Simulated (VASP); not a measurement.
The system is Co.

```
Co
1.0
     2.50540    0.00000    0.00000
    -1.25270    2.16974    0.00000
     0.00000    0.00000    4.08930
Co
2
Direct
  0.33333 0.66667 0.25000
  0.66667 0.33333 0.75000
```

Base run:

| Quantity | Value |
| --- | --- |
| Program | VASP 6.6.1 |
| Functional | PBE |
| Potentials or basis | VASP PAW PBE potentials, release 64 (Co) |
| Cutoff | 520 eV |
| k mesh | 11 × 11 × 6 |
| Occupations | fermi-dirac, width 0.05 eV |
| Spin | collinear spin, ferromagnetic start |
| Starting moments | [2.05, 2.05] μB |
| Fixed moment | 4.1 μB |

Its results: pressure 3.1 GPa; site moments Co +2.04 μB.

After a change of settings the same cell gave: pressure -3.7 GPa; site moments Co +1.73 μB. Which change was it?
A. fixed moment from 4.1 μB to 3.42 μB; moments at the start from [2.05, 2.05] to [1.71, 1.71]
B. fixed moment from 4.1 μB to none; moments at the start from [2.05, 2.05] to [0.3, 0.3]
C. fixed moment from 4.1 μB to 1.37 μB; moments at the start from [2.05, 2.05] to [0.68, 0.68]
D. fixed moment from 4.1 μB to 4.79 μB; moments at the start from [2.05, 2.05] to [2.4, 2.4]

A.

Caveats: the total moment is fixed, so each spin has its own Fermi level; the cell stands under pressure (at least some runs); the cell stands under tension (at least some runs).
